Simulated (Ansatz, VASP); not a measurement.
# Two plane-wave programs on Al2Ru

```
CELL_PARAMETERS angstrom
0.00000 3.98765 4.38508
2.35057 0.00000 4.38508
2.35057 3.98765 0.00000
ATOMIC_POSITIONS crystal
Al 0.07895 0.42105 0.07895
Al 0.42105 0.07895 0.42105
Al 0.17105 0.82895 0.17105
Al 0.82895 0.17105 0.82895
Ru 0.75000 0.75000 0.75000
Ru 0.50000 0.50000 0.50000
```

Alike in both runs: functional PBEsol; k mesh 10 × 10 × 10; occupations gaussian, width 0.01 eV; no spin polarisation.

Ansatz relaxed the structure, and its values are those at the end. VASP's run is a single point on that final structure, the one shown.

|  | VASP | Ansatz |
| --- | --- | --- |
| version | VASP 6.6.1 | Ansatz 0.2.0 |
| potentials or method | VASP PAW PBE potentials, release 64 (Al, Ru_pv), cutoff 520 eV | scalar-relativistic, plane waves, PAW |
| valence electrons in the cell | 40 | 44 |

```tsv
	VASP	Ansatz	Ansatz less VASP
gap on the k mesh at the Fermi level (eV)	0.08	0.08	0.000
least direct gap on the mesh (eV)	1.23	1.23	+0.001
pressure (GPa)	0.1	0.0	-0.11
```

VASP's potentials were made for PBE, not for PBEsol. VASP's potentials hold 40 valence electrons a cell and Ansatz's 44, so a difference there can come from the potentials and not from the codes.
